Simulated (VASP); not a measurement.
## SiB6: single point with PBE

SiB6:

```
CELL_PARAMETERS angstrom
3.71272 0.00000 0.00000
-1.85636 3.21531 0.00000
0.00000 0.00000 4.43805
ATOMIC_POSITIONS crystal
Si 0.00000 0.00000 0.00000
B 0.50000 0.00000 0.30177
B 0.00000 0.50000 0.30177
B 0.50000 0.50000 0.30177
B 0.00000 0.50000 0.69823
B 0.50000 0.00000 0.69823
B 0.50000 0.50000 0.69823
```

| Quantity | Value |
| --- | --- |
| Program | VASP 6.6.1 |
| Task | single point |
| Functional | PBE |
| Potentials or basis | VASP PAW PBE potentials, release 64 (Si, B) |
| Cutoff | 500 eV |
| k mesh | 5 × 5 × 3 |
| Occupations | gaussian, width 0.2 eV |
| Spin | no spin polarisation |
| Dipole correction | no |
| Further INCAR settings | ALGO = Normal; EDIFF = 1e-06; NBANDS = 20 |

```
Pressure               : -0.1 GPa
Largest force          : 0.014 eV/Å
Band gap on the k mesh : zero (band 11 reaches 9.90 eV, above the bottom of band 12 at 8.09 eV)
```

Forces on the atoms (eV/Å):
```
Si   0.000  0.000  0.000
B    0.000  0.000 -0.014
B    0.000  0.000 -0.014
B    0.000  0.000 -0.014
B    0.000  0.000  0.014
B    0.000  0.000  0.014
B    0.000  0.000  0.014
```

Stress tensor (GPa, compression positive):
```
-0.20  0.00  0.00
 0.00 -0.20  0.00
 0.00  0.00  0.05
```

Levels at points of the mesh, in eV from the Fermi level:
```tsv
k point	band 7	band 8	band 9	band 10	band 11	band 12	band 13	band 14	band 15	band 16
(0.00, 0.00, 0.00)	-4.32	-2.71	-2.71	-1.32	-1.32	0.21	0.21	0.21	3.97	3.97
```

Wall time 16 s on 1 thread of Intel Xeon 8259CL (shared host), peak memory 0.15 GiB.

Caveat: the k points lie up to 0.47 Å⁻¹ apart.
